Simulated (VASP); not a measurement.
Runs of VASP 6.6.1 on Sn3Te. The structure is that of space group Pm-3m (No. 221), or close to it. The cells are those of the table. 

```tsv
level	cell	k mesh	gap on the mesh (eV)	pressure (GPa)
PBEsol	a = 4.896 Å, 4 atoms	10 × 10 × 10	none	-3.2
r2SCAN	a = 4.676 Å, 4 atoms	10 × 10 × 10	none	6.5
PBEsol	a = 4.867 Å, 4 atoms	10 × 10 × 10	none	(a)
PBEsol	a = 4.978, b = 5.124, c = 5.124 Å, 4 atoms	8 × 8 × 8	none	-6.2
PBEsol	a = 4.673 Å, 4 atoms	10 × 10 × 10	none	(b)
```

Alike in all rows: task single point; potentials or basis VASP PAW PBE potentials, release 64 (Sn_d, Te); no spin polarisation; cutoff (eV) 520; smearing gaussian 0.1 eV.

Task: Estimate the missing entries.

Result: (a) -2.5; (b) 4.0.

Caveats: the PAW data sets were made with another functional, which shifts forces and pressure a little; spin-orbit coupling is left out, which moves the levels of the heavy elements.

A k mesh can miss the band edges, and the runs leave out spin-orbit coupling on Sn, Te.

A gap of «none» marks levels without a gap at the run's occupations.
